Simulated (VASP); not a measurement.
# KHCO2 (Cmcm) in VASP: notebook, part 2 of 2

VASP 6.6.1.

## (3) Relaxation of cell and atoms, LDA

This run uses another cell than the first one, of 12.34 Å³/atom.

Contents of INCAR:

```
ALGO = Normal
EDIFF = 1E-7
EDIFFG = -0.005
ENCUT = 600
IBRION = 2
ISIF = 3
ISMEAR = 0
LASPH = True
LCHARG = False
LREAL = False
LWAVE = False
NELM = 80
NSW = 100
PREC = Accurate
SIGMA = 0.02
```

Contents of KPOINTS:

```
k-points
0
Gamma
  6 6 4
```

Contents of POSCAR:

```
KHCO2
1.0
    2.8556703958     -3.2562973119      0.0000000000
    2.8556703958      3.2562973119      0.0000000000
    0.0000000000      0.0000000000      6.6326957980
K H C O
2 2 2 4
Direct
    0.0000000000      0.0000000000      0.5000000000
    0.0000000000      0.0000000000      0.0000000000
    0.4288340772      0.5711659228      0.2500000000
    0.5711659228      0.4288340772      0.7500000000
    0.6010654974      0.3989345026      0.2500000000
    0.3989345026      0.6010654974      0.7500000000
    0.4953334567      0.1146711559      0.2500000000
    0.1146711559      0.4953334567      0.7500000000
    0.5046665433      0.8853288441      0.7500000000
    0.8853288441      0.5046665433      0.2500000000
```

Potentials or basis: VASP PAW LDA potentials, release 64 (K_sv, H, C, O).

Run with:

```bash
> cat potpaw_LDA.64/K_sv/POTCAR potpaw_LDA.64/H/POTCAR potpaw_LDA.64/C/POTCAR potpaw_LDA.64/O/POTCAR > POTCAR
> mpirun -np 1 vasp_std > vasp.out
```

Wall time 8.2 min (1 thread of Intel Xeon Platinum 8559C (Emerald Rapids), shared host); peak memory 0.33 GiB.

Results (log left out):

```
Free energy                           : -65.1651 eV
Relaxed volume                        : 12.36 Å³/atom
Relaxed cell                          : a = 4.335 Å, b = 4.335 Å, c = 6.634 Å, α = 90.00°, β = 90.00°, γ = 97.46°
Space group after relaxing (to 0.1 Å) : Cmcm (No. 63)
Energy gained by relaxing             : 0.5 meV/atom
Ionic steps                           : 7
Pressure after relaxing               : 0.0 GPa
Band gap on the k mesh                : 3.81 eV
```

Forces in eV/Å, atoms in the order of the input:
```
K    0.000  0.000  0.000
K    0.000  0.000  0.000
H    0.000  0.003  0.000
H    0.000 -0.003  0.000
C    0.000 -0.001  0.000
C    0.000  0.001  0.000
O    0.002  0.002  0.000
O    0.002 -0.002  0.000
O   -0.002 -0.002  0.000
O   -0.002  0.002  0.000
```

Step by step:
```
step  energy change (eV)  largest force (eV/Å)  pressure (GPa)  volume (Å³)
   1              0.0000                0.3976            0.92       123.35
   2              0.1124                2.0285           -3.89       124.61
   3             -0.0046                0.0509            0.06       123.56
   4             -0.0046                0.0501            0.07       123.55
   5             -0.0045                0.0693           -0.09       123.64
   6             -0.0047                0.0075            0.01       123.59
   7             -0.0047                0.0028           -0.01       123.60
```

Final structure:
```xyz
10
Lattice="2.8593 -3.2581 0.0000 2.8593 3.2581 0.0000 0.0000 0.0000 6.6336" Properties=species:S:1:pos:R:3 pbc="T T T"
K     2.8593   -3.2581    3.3168
K     2.8593   -3.2581    6.6336
H     2.8593    0.4649    1.6584
H     2.8593   -0.4649    4.9752
C     2.8593   -0.6561    1.6584
C     2.8593    0.6561    4.9752
O     1.7413   -1.2419    1.6584
O     1.7413    1.2419    4.9752
O     3.9773    1.2419    4.9752
O     3.9773   -1.2419    1.6584
```

Levels at points of the mesh, in eV from the valence-band top:
| k point | band 23 | band 24 | band 25 | band 26 | band 27 | band 28 | band 29 | band 30 |
| --- | --- | --- | --- | --- | --- | --- | --- | --- |
| (0.00, 0.00, 0.00) | -1.04 | -1.00 | -0.73 | -0.65 | 4.73 | 5.79 | 6.25 | 7.33 |
| (0.50, 0.00, 0.00) | -1.07 | -0.60 | -0.59 | -0.38 | 4.45 | 5.32 | 6.77 | 8.05 |
| (0.50, 0.50, 0.00) | -0.43 | -0.43 | -0.26 | 0.00 | 3.81 | 5.08 | 6.98 | 7.11 |
| (0.00, 0.00, 0.50) | -0.88 | -0.88 | -0.84 | -0.84 | 5.24 | 5.24 | 6.89 | 6.89 |
| (0.50, 0.00, 0.50) | -0.78 | -0.78 | -0.48 | -0.48 | 4.72 | 4.72 | 7.63 | 7.63 |
| (0.50, 0.50, 0.50) | -0.34 | -0.34 | -0.21 | -0.21 | 4.18 | 4.18 | 7.56 | 7.56 |

A k mesh can miss the band edges.

## (4) Relaxation of cell and atoms, LDA

This run uses another cell than the first one, of 12.39 Å³/atom.

Contents of INCAR:

```
PREC = Accurate
ENCUT = 600
EDIFF = 1E-6
ISMEAR = 0
SIGMA = 0.01
LREAL = False
LASPH = True
NELM = 80
ALGO = Normal
ISIF = 3
LWAVE = False
LCHARG = False
GGA = CA
IBRION = 2
NSW = 80
EDIFFG = -0.001
```

Contents of KPOINTS:

```
regular mesh
0
Gamma
  6 6 4
```

Contents of POSCAR:

```
KHCO2
1.0
    2.8642049560     -3.2593785823      0.0000000000
    2.8642049560      3.2593785823      0.0000000000
    0.0000000000      0.0000000000      6.6363914203
K H C O
2 2 2 4
Direct
    0.0000000000      0.0000000000      0.5000000000
    0.0000000000      0.0000000000      0.0000000000
    0.4284245888      0.5715754112      0.2500000000
    0.5715754112      0.4284245888      0.7500000000
    0.6004474161      0.3995525839      0.2500000000
    0.3995525839      0.6004474161      0.7500000000
    0.4952743714      0.1159586829      0.2500000000
    0.1159586829      0.4952743714      0.7500000000
    0.5047256286      0.8840413171      0.7500000000
    0.8840413171      0.5047256286      0.2500000000
```

Run with:

```bash
> cat potpaw_LDA.64/K_sv/POTCAR potpaw_LDA.64/H/POTCAR potpaw_LDA.64/C/POTCAR potpaw_LDA.64/O/POTCAR > POTCAR
> mpirun -np 1 vasp_std > vasp.out
```

Wall time 33 min (1 thread of Intel Xeon Platinum 8559C (Emerald Rapids), shared host); peak memory 0.33 GiB.

Results (log left out):

```yaml
Free_energy: -65.1665 eV
Relaxed_volume: 12.36 Å³/atom
Relaxed_cell: a = 4.333 Å, b = 4.333 Å, c = 6.637 Å, α = 90.00°, β = 90.00°, γ = 97.34°
Space_group_after_relaxing_to_0.1_Å: Cmcm (No. 63)
Energy_gained_by_relaxing: 0.5 meV/atom
Ionic_steps: 72
Pressure_after_relaxing: 0.0 GPa
Band_gap_on_the_k_mesh: 3.82 eV
```

The path:
| step | energy change (eV) | largest force (eV/Å) | pressure (GPa) | volume (Å³) |
| --- | --- | --- | --- | --- |
| 1 | 0.0000 | 0.4100 | 0.80 | 123.91 |
| 3 | -0.0045 | 0.0586 | -0.07 | 124.09 |
| 5 | -0.0046 | 0.0759 | -0.18 | 124.03 |
| 7 | -0.0048 | 0.0028 | -0.11 | 123.92 |
| 9 | -0.0049 | 0.0120 | 0.03 | 123.47 |
| 11 | -0.0050 | 0.0068 | 0.02 | 123.50 |
| 13 | -0.0050 | 0.0084 | 0.00 | 123.50 |
| 15 | -0.0050 | 0.0044 | 0.02 | 123.50 |
| 17 | -0.0050 | 0.0041 | 0.00 | 123.52 |
| 19 | -0.0050 | 0.0028 | 0.02 | 123.52 |
| 21 | -0.0050 | 0.0026 | 0.01 | 123.53 |
| 23 | -0.0050 | 0.0092 | 0.03 | 123.55 |
| 25 | -0.0050 | 0.0138 | 0.02 | 123.60 |
| 27 | -0.0050 | 0.0074 | 0.01 | 123.58 |
| 29 | -0.0050 | 0.0044 | -0.02 | 123.60 |
| 31 | -0.0050 | 0.0020 | -0.03 | 123.59 |
| 33 | -0.0050 | 0.0023 | 0.00 | 123.59 |
| 35 | -0.0050 | 0.0019 | -0.01 | 123.59 |
| 37 | -0.0050 | 0.0019 | -0.01 | 123.59 |
| 39 | -0.0050 | 0.0081 | 0.01 | 123.58 |
| 41 | -0.0050 | 0.0048 | 0.01 | 123.58 |
| 43 | -0.0050 | 0.0037 | 0.00 | 123.58 |
| 45 | -0.0050 | 0.0038 | -0.02 | 123.58 |
| 47 | -0.0050 | 0.0078 | 0.00 | 123.58 |
| 49 | -0.0050 | 0.0048 | 0.00 | 123.58 |
| 51 | -0.0050 | 0.0023 | -0.02 | 123.57 |
| 53 | -0.0050 | 0.0037 | -0.02 | 123.55 |
| 55 | -0.0050 | 0.0040 | 0.02 | 123.54 |
| 57 | -0.0050 | 0.0033 | 0.01 | 123.55 |
| 59 | -0.0050 | 0.0036 | 0.00 | 123.55 |
| 61 | -0.0050 | 0.0018 | 0.00 | 123.55 |
| 63 | -0.0050 | 0.0011 | 0.01 | 123.55 |
| 65 | -0.0050 | 0.0012 | 0.01 | 123.56 |
| 67 | -0.0050 | 0.0021 | -0.01 | 123.57 |
| 69 | -0.0050 | 0.0014 | 0.00 | 123.56 |
| 71 | -0.0050 | 0.0013 | 0.00 | 123.56 |
| 72 | -0.0050 | 0.0009 | 0.00 | 123.56 |

Final structure:
```
CELL_PARAMETERS angstrom
2.86119 -3.25353 0.00000
2.86119 3.25353 0.00000
0.00000 0.00000 6.63657
ATOMIC_POSITIONS crystal
K 0.00000 0.00000 0.50000
K 0.00000 0.00000 0.00000
H 0.42774 0.57226 0.25000
H 0.57226 0.42774 0.75000
C 0.60001 0.39999 0.25000
C 0.39999 0.60001 0.75000
O 0.49468 0.11460 0.25000
O 0.11460 0.49468 0.75000
O 0.50532 0.88540 0.75000
O 0.88540 0.50532 0.25000
```

Levels at points of the mesh, in eV from the valence-band top:
| k point | band 23 | band 24 | band 25 | band 26 | band 27 | band 28 | band 29 | band 30 |
| --- | --- | --- | --- | --- | --- | --- | --- | --- |
| (0.00, 0.00, 0.00) | -1.04 | -1.01 | -0.73 | -0.65 | 4.74 | 5.79 | 6.25 | 7.34 |
| (0.50, 0.00, 0.00) | -1.07 | -0.59 | -0.59 | -0.38 | 4.45 | 5.32 | 6.77 | 8.06 |
| (0.50, 0.50, 0.00) | -0.43 | -0.43 | -0.26 | 0.00 | 3.82 | 5.08 | 6.98 | 7.12 |
| (0.00, 0.00, 0.50) | -0.87 | -0.87 | -0.84 | -0.84 | 5.25 | 5.25 | 6.89 | 6.89 |
| (0.50, 0.00, 0.50) | -0.77 | -0.77 | -0.48 | -0.48 | 4.72 | 4.72 | 7.63 | 7.63 |
| (0.50, 0.50, 0.50) | -0.34 | -0.34 | -0.21 | -0.21 | 4.18 | 4.18 | 7.56 | 7.56 |

## (5) The runs side by side

```tsv
cell	k mesh	smearing	gap on the mesh (eV)	pressure (GPa)	relaxed volume (Å³/atom)
relaxed from a = 4.569, b = 4.569, c = 7.052 Å, angles 90.0, 90.0, 99.1°, 10 atoms, atomic positions A	4 × 4 × 4	gaussian 0.1 eV	3.76	0.2	12.29
relaxed from a = 4.331, b = 4.331, c = 6.633 Å, angles 90.0, 90.0, 97.5°, 10 atoms, atomic positions B	6 × 6 × 4	gaussian 0.02 eV	3.81	0.0	12.36
relaxed from a = 4.339, b = 4.339, c = 6.636 Å, angles 90.0, 90.0, 97.4°, 10 atoms, atomic positions C	6 × 6 × 4	gaussian 0.01 eV	3.82	0.0	12.36
```

Alike in all rows: task relaxation of cell and atoms; level LDA; potentials or basis VASP PAW LDA potentials, release 64 (K_sv, H, C, O); no spin polarisation; cutoff (eV) 600.

Caveats: the volume moved by over 15 % at a fixed basis, so the end points are rough (at least some runs).

Total energies depend on the potentials used, so only differences within one code and one set of settings carry meaning.
